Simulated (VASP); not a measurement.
# PbF2 (Immm) in VASP: single point with r2SCAN

Aim: the single point of PbF2 with r2SCAN.

All numbers are computed with VASP 6.6.1; they aren't measurements. Logs are shortened: lines on timing, memory, paths and dates and some standing lists are left out, and cuts for length are marked.

## Step 1: The cell of the first run

It takes space group Immm (No. 71, orthorhombic). Conventional cell: a = 4.145 Å, b = 4.228 Å, c = 5.921 Å, α = 90.00°, β = 90.00°, γ = 90.00°. Within 3.4 Å of Pb (site symmetry mmm) lie 8 F at 2.55 to 2.57 Å. Within 3.4 Å of F (site symmetry mm2) lie 4 Pb at 2.55 to 2.57 Å and 6 F at 2.94 to 2.99 Å.

## Step 2: Single point, r2SCAN (shear xy strain -2.0%)

Input file POSCAR:

```
PbF2
1.0
   -0.0291603231      2.9604388914      2.9604388914
    2.9604388914     -0.0291603231      2.9604388914
    2.9312785683      2.9312785683      0.0000000000
Pb F
1 2
Direct
    0.0000000000      0.0000000000      0.0000000000
    0.2521319600      0.2521319600      0.2478680400
    0.7478680400      0.7478680400      0.7521319600
```

Input file INCAR.step1:

```
SYSTEM = PbF2
PREC = Accurate
ENCUT = 520
ISMEAR = 0
SIGMA = 0.01
LREAL = .False.
LASPH = .True.
NELM = 80
NBANDS = 21
GGA = PE
ALGO = Normal
EDIFF = 1E-4
LWAVE = .True.
LCHARG = .False.
```

Input file INCAR.step2:

```
SYSTEM = PbF2
PREC = Accurate
ENCUT = 520
EDIFF = 1E-6
ISMEAR = 0
SIGMA = 0.01
LREAL = .False.
LASPH = .True.
NELM = 80
ALGO = Normal
ISIF = 2
LWAVE = .False.
LCHARG = .True.
METAGGA = R2SCAN
LMIXTAU = .True.
LELF = .True.
LVHAR = .True.
NBANDS = 21
ISTART = 1
```

Input file KPOINTS:

```
regular mesh
0
Gamma
  8 8 8
  0 0 0
```

Potentials or basis: VASP PAW PBE potentials, release 64 (Pb_d, F).

Run with:

```console
$ cat potpaw_PBE.64/Pb_d/POTCAR potpaw_PBE.64/F/POTCAR > POTCAR
$ cp INCAR.step1 INCAR
$ mpirun -np 1 vasp_std > vasp.out
$ cp INCAR.step2 INCAR
$ mpirun -np 1 vasp_std > vasp.out
```

OUTCAR:

```text
SYSTEM = PbF2
   PREC = Accurate
   ENCUT = 520
   EDIFF = 1E-6
   ISMEAR = 0
   LREAL = .False.
   LASPH = .True.
   NELM = 80
   ISIF = 2
   METAGGA = R2SCAN
   ISTART = 1

 ion  position               nearest neighbor table
   1  0.000  0.000  0.000-   3 2.55   2 2.55   3 2.55   2 2.55   3 2.57   3 2.57   2 2.57   2 2.57

   2  0.252  0.252  0.248-   1 2.55   1 2.55   1 2.57   1 2.57
   3  0.748  0.748  0.752-   1 2.55   1 2.55   1 2.57   1 2.57

  LATTYP: Found a body centered orthorhombic cell.
 ALAT       =     4.1454539064
 B/A-ratio  =     1.0198959754
 C/A-ratio  =     1.4282821415

  Lattice vectors:

 A1 = (   0.0291603231,  -2.9604388914,  -2.9604388914)
 A2 = (  -0.0291603231,   2.9604388914,  -2.9604388914)
 A3 = (   2.9604388914,  -0.0291603231,   2.9604388914)

Analysis of symmetry for initial positions (statically):
=====================================================================
 Subroutine PRICEL returns:
 Original cell was already a primitive cell.

 Routine SETGRP: Setting up the symmetry group for a
 body centered orthorhombic supercell.

 Subroutine GETGRP returns: Found  8 space group operations
 (whereof  8 operations were pure point group operations)
 out of a pool of  8 trial point group operations.

The static configuration has the point symmetry D_2h.

Analysis of symmetry for dynamics (positions and initial velocities):
=====================================================================
 Subroutine PRICEL returns:
 Original cell was already a primitive cell.

 Routine SETGRP: Setting up the symmetry group for a
 body centered orthorhombic supercell.

 Subroutine GETGRP returns: Found  8 space group operations
 (whereof  8 operations were pure point group operations)
 out of a pool of  8 trial point group operations.

The dynamic configuration has the point symmetry D_2h.

 Subroutine INISYM returns: Found  8 space group operations
 (whereof  8 operations are pure point group operations),
 and found     1 'primitive' translations

----------------------------------------------------------------------------------------

                                     Primitive cell

  volume of cell :      51.8867

  direct lattice vectors                    reciprocal lattice vectors
    -0.029160323  2.960438891  2.960438891    -0.167246498  0.167246498  0.168893876
     2.960438891 -0.029160323  2.960438891     0.167246498 -0.167246498  0.168893876
     2.931278568  2.931278568  0.000000000     0.170574031  0.170574031 -0.168893876

  length of vectors
     4.186794380  4.186794380  4.145453906     0.290633659  0.290633659  0.294476045

  position of ions in fractional coordinates (direct lattice)
     0.000000000  0.000000000  0.000000000
     0.252131960  0.252131960  0.247868040
     0.747868040  0.747868040  0.752131960

  ion indices of the primitive-cell ions
   primitive index   ion index
                 1           1
                 2           2
                 3           3

----------------------------------------------------------------------------------------

 KPOINTS: regular mesh

Automatic generation of k-mesh.
 Grid dimensions read from file:
 generate k-points for:    8    8    8

 Generating k-lattice:

  Cartesian coordinates                     Fractional coordinates (reciprocal lattice)
    -0.020905812  0.020905812  0.021111735     0.125000000 -0.000000000  0.000000000
     0.020905812 -0.020905812  0.021111735    -0.000000000  0.125000000  0.000000000
     0.021321754  0.021321754 -0.021111735     0.000000000  0.000000000  0.125000000

  Length of vectors
     0.036329207  0.036329207  0.036809506

  Shift w.r.t. Gamma in fractional coordinates (k-lattice)
     0.000000000  0.000000000  0.000000000

 Subroutine IBZKPT returns following result:
 ===========================================

 Found     95 irreducible k-points:

 Following reciprocal coordinates:
            Coordinates               Weight
  0.000000  0.000000  0.000000      1.000000
  0.125000  0.000000  0.000000      4.000000
  0.250000  0.000000  0.000000      4.000000
  0.375000  0.000000  0.000000      4.000000
  0.500000  0.000000  0.000000      2.000000
  0.125000  0.125000  0.000000      2.000000
[... 16 lines left out ...]
  0.125000 -0.000000  0.125000      4.000000
  0.250000  0.000000  0.125000      8.000000
 [... further k-points ...]
   k-points           NKPTS =     95   k-points in BZ     NKDIM =     95   number of bands    NBANDS=     21
   number of dos      NEDOS =    301   number of ions     NIONS =      3
   total plane-waves  NPLWV =  32768
   dimension x,y,z NGX =    32 NGY =   32 NGZ =   32
   dimension x,y,z NGXF=    64 NGYF=   64 NGZF=   64
   ions per type =               1   2
   NGX,Y,Z   is equivalent  to a cutoff of  12.71, 12.71, 12.83 a.u.
   NGXF,Y,Z  is equivalent  to a cutoff of  25.41, 25.41, 25.67 a.u.
 SYSTEM =  PbF2
   PREC   = accura    normal or accurate (medium, high low for compatibility)
   ISTART =      1    job   : 0-new  1-cont  2-samecut
   ICHARG =      0    charge: 1-file 2-atom 10-const
   ISPIN  =      1    spin polarized calculation?
   LNONCOLLINEAR =      F non collinear calculations
   LSORBIT =      F    spin-orbit coupling
   LASPH  =      T    aspherical Exc in radial PAW
   ENCUT  =  520.0 eV  38.22 Ry    6.18 a.u.   7.78  7.78  7.71*2*pi/ulx,y,z
   NELM   =     80;   NELMIN=  2; NELMDL=  0     # of ELM steps
   EDIFF  = 0.1E-05   stopping-criterion for ELM
   LREAL  =      F    real-space projection
   EDIFFG = 0.1E-04   stopping-criterion for IOM
   NSW    =      0    number of steps for IOM
   IBRION =     -1    ionic relax: 0-MD 1-quasi-New 2-CG
   NFREE  =      0    steps in history (QN), initial steepest desc. (CG)
   ISIF   =      2    stress and relaxation
   ISYM   =      2    0-nonsym 1-usesym 2-fastsym
   POTIM  = 0.5000    time-step for ionic-motion
   TEBEG  =    0.0;   TEEND  =   0.0 temperature during run
   PSTRESS=    0.0 pullay stress
   NELECT =      28.0000    total number of electrons
   NUPDOWN=      -1.0000    fix difference up-down
   EMIN   =  10.00;   EMAX   =-10.00  energy-range for DOS
   EFERMI =   0.00;   METHOD = LEGACY
   ISMEAR =     0;   SIGMA  =   0.01  broadening in eV -4-tet -1-fermi 0-gaus
   EFERMI_NEDOS =   21; number of points for ismear=-14 and -15
   IALGO  =     38    algorithm
   IMIX   =      4    mixing-type and parameters
     AMIX     =   0.40;   BMIX     =  1.00
     AMIX_MAG =   1.60;   BMIX_MAG =  1.00
  volume/ion in A,a.u.               =      17.30       116.72
  Fermi-wavevector in a.u.,A,eV,Ry     =   1.332832  2.518688 24.169954  1.776441
  Thomas-Fermi vector in A             =   2.461737
   LORBIT       =      0    0 simple, 1 ext, 2 COOP (PROOUT), +10 PAW based schemes
   METAGGA = R2SCAN    functional components
   LHFCALC =     F    Hartree Fock is set to
   AEXX    =    0.0000 exact exchange contribution
   IVDW    =     0    specifies the selected vdW correction
   LEPSILON=     F    determine dielectric tensor
   LRPA    =     F    only Hartree local field effects (RPA)
 non-spin polarized calculation
 Gauss-broadening in eV      SIGMA  =   0.01
  energy-cutoff  :      520.00
  volume of cell :       51.89
 maximum number of plane-waves:      1410
   NGX = 15   NGY = 15   NGZ = 15

 number of electron      28.0000005 magnetization

 Free energy of the ion-electron system (eV)
  ---------------------------------------------------
  ext. energy  EPLUGINS =         0.00000000
  ---------------------------------------------------
  free energy    TOTEN  =       -70.16029016 eV

  energy without entropy =      -70.16029016  energy(sigma->0) =      -70.16029016

 E-fermi :   1.5966     XC(G=0): -10.0281

 val. band max:        1.5518921557   @ k =  -0.2500   0.2500   0.5000
 cond. band min:       6.4805834165   @ k =   0.5000  -0.0000   0.5000
 fundamental gap:      4.9286912608
 Fermi energy:         1.5965601799

 k-point     1 :       0.0000    0.0000    0.0000
  band No.  band energies     occupation
      1     -20.8630      2.00000
      2     -20.2680      2.00000
      3     -13.3206      2.00000
      4     -13.3201      2.00000
      5     -13.3184      2.00000
      6     -13.2683      2.00000
[... 13 lines left out ...]
     20      17.4795      0.00000
     21      19.6707      0.00000

 k-point     2 :       0.1250    0.0000    0.0000
  band No.  band energies     occupation
      1     -20.8345      2.00000
      2     -20.2937      2.00000
      3     -13.3148      2.00000
      4     -13.3124      2.00000
      5     -13.2902      2.00000
      6     -13.2680      2.00000
[... 13 lines left out ...]
     20      17.0679      0.00000
     21      19.0519      0.00000

 k-point     3 :       0.2500    0.0000    0.0000
  band No.  band energies     occupation
      1     -20.7594      2.00000
      2     -20.3604      2.00000
      3     -13.3071      2.00000
      4     -13.3040      2.00000
      5     -13.2612      2.00000
      6     -13.2610      2.00000
[... 13 lines left out ...]
     20      16.5024      0.00000
     21      17.8015      0.00000

 k-point     4 :       0.3750    0.0000    0.0000
  band No.  band energies     occupation
      1     -20.6612      2.00000
      2     -20.4494      2.00000
      3     -13.3070      2.00000
      4     -13.3040      2.00000
      5     -13.2469      2.00000
      6     -13.2455      2.00000
[... 13 lines left out ...]
     20      16.1770      0.00000
     21      16.8110      0.00000

 k-point     5 :       0.5000    0.0000    0.0000
  band No.  band energies     occupation
      1     -20.5805      2.00000
      2     -20.5256      2.00000
      3     -13.3083      2.00000
      4     -13.3053      2.00000
      5     -13.2396      2.00000
      6     -13.2377      2.00000
[... 13 lines left out ...]
     20      16.0831      0.00000
     21      16.4478      0.00000

 k-point     6 :       0.1250    0.1250    0.0000
  band No.  band energies     occupation
      1     -20.8254      2.00000
      2     -20.3016      2.00000
      3     -13.3078      2.00000
      4     -13.3062      2.00000
      5     -13.2864      2.00000
      6     -13.2722      2.00000
[... 13 lines left out ...]
     20      17.6337      0.00000
     21      19.4627      0.00000

 k-point     7 :       0.2500    0.1250    0.0000
  band No.  band energies     occupation
      1     -20.7672      2.00000
      2     -20.3524      2.00000
      3     -13.2974      2.00000
      4     -13.2952      2.00000
      5     -13.2728      2.00000
      6     -13.2582      2.00000
[... 13 lines left out ...]
     20      17.3538      0.00000
     21      18.7656      0.00000
[... 291 lines left out ...]
      1     -20.5636      2.00000
      2     -20.5259      2.00000
      3     -13.2950      2.00000
      4     -13.2550      2.00000
      5     -13.2437      2.00000
      6     -13.1929      2.00000
[... 13 lines left out ...]
     20      17.8156      0.00000
     21      19.0024      0.00000

 k-point    21 :       0.5000    0.5000    0.0000
  band No.  band energies     occupation
      1     -20.5985      2.00000
      2     -20.4885      2.00000
      3     -13.3050      2.00000
      4     -13.2445      2.00000
      5     -13.2323      2.00000
      6     -13.2302      2.00000
[... 13 lines left out ...]
     20      19.1829      0.00000
     21      19.4945      0.00000

 k-point    22 :      -0.0000   -0.0000    0.1250
  band No.  band energies     occupation
      1     -20.8339      2.00000
      2     -20.2942      2.00000
      3     -13.3142      2.00000
      4     -13.3126      2.00000
      5     -13.2874      2.00000
      6     -13.2685      2.00000
[... 13 lines left out ...]
     20      17.0126      0.00000
     21      19.2411      0.00000

 k-point    23 :       0.1250   -0.0000    0.1250
  band No.  band energies     occupation
      1     -20.8253      2.00000
      2     -20.3015      2.00000
      3     -13.3075      2.00000
      4     -13.3071      2.00000
      5     -13.2851      2.00000
      6     -13.2731      2.00000
[... 13 lines left out ...]
     20      17.6263      0.00000
     21      19.4267      0.00000

 k-point    24 :       0.2500    0.0000    0.1250
  band No.  band energies     occupation
      1     -20.7679      2.00000
      2     -20.3519      2.00000
      3     -13.2977      2.00000
      4     -13.2951      2.00000
      5     -13.2729      2.00000
      6     -13.2581      2.00000
[... 13 lines left out ...]
     20      17.3009      0.00000
     21      18.8276      0.00000

 [... further k-points ...]
[... 5 lines left out ...]
  --------------------------------------------------------------------------------------
  -------------------------------------------------------------------------------------
  Total       -0.0187177     -0.0187177     -0.0153644      0.1505928      0.0000000      0.0000000
  in kB       -0.5779716     -0.5779716     -0.4744265      4.6500594      0.0000000      0.0000000
  external PRESSURE =      -0.5434566 kB  Pullay stress =       0.0000000 kB

 VOLUME and BASIS-vectors are now :
 -----------------------------------------------------------------------------
  energy-cutoff  :      520.00
  volume of cell :       51.89
      direct lattice vectors                 reciprocal lattice vectors
    -0.029160323  2.960438891  2.960438891    -0.167246498  0.167246498  0.168893876
     2.960438891 -0.029160323  2.960438891     0.167246498 -0.167246498  0.168893876
     2.931278568  2.931278568  0.000000000     0.170574031  0.170574031 -0.168893876

 POSITION                                       TOTAL-FORCE (eV/Angst)
 -----------------------------------------------------------------------------------
      0.00000      0.00000      0.00000         0.000000      0.000000      0.000000
      1.46564      1.46564      1.49284        -0.000000     -0.000000      0.001169
      4.39692      4.39692      4.42804         0.000000      0.000000     -0.001169
 -----------------------------------------------------------------------------------
    total drift:                               -0.000000     -0.000000      0.000000

  FREE ENERGIE OF THE ION-ELECTRON SYSTEM (eV)
  ---------------------------------------------------
  free  energy   TOTEN  =       -70.1602901598 eV

  energy  without entropy=      -70.1602901598  energy(sigma->0) =      -70.16029016
```

It took 2.6 min on 1 thread of Intel Xeon Platinum 8488C (Sapphire Rapids), shared host; peak memory 0.25 GiB.

What came out:

```yaml
Free_energy: -70.1603 eV
Pressure: -0.1 GPa
Band_gap_on_the_k_mesh: 4.93 eV, indirect (least direct gap 5.07 eV)
```

Stress tensor (GPa, compression positive):
```
-0.06  0.47  0.00
 0.47 -0.06  0.00
 0.00  0.00 -0.05
```

Levels at points of the mesh, in eV from the valence-band top:
```
           k point  band 12  band 13  band 14  band 15  band 16  band 17
(0.00, 0.00, 0.00)    -2.18    -2.16    -2.15     7.20     7.31     7.40
(0.50, 0.00, 0.00)    -2.34    -2.32    -0.06     5.34     8.25     8.31
(0.50, 0.50, 0.00)    -1.75    -1.74    -0.14     4.93     8.37     8.55
(0.00, 0.00, 0.50)    -2.36    -2.34    -0.07     5.41     8.19     8.25
(0.50, 0.00, 0.50)    -1.75    -1.75    -0.14     4.93     8.46     8.46
```

Caveat: the cell differs from its parent crystal (shear xy strain -2.0%); the PAW data sets were made with another functional, which shifts forces and pressure a little; spin-orbit coupling is left out, which moves the levels of the heavy elements. A k mesh can miss the band edges.
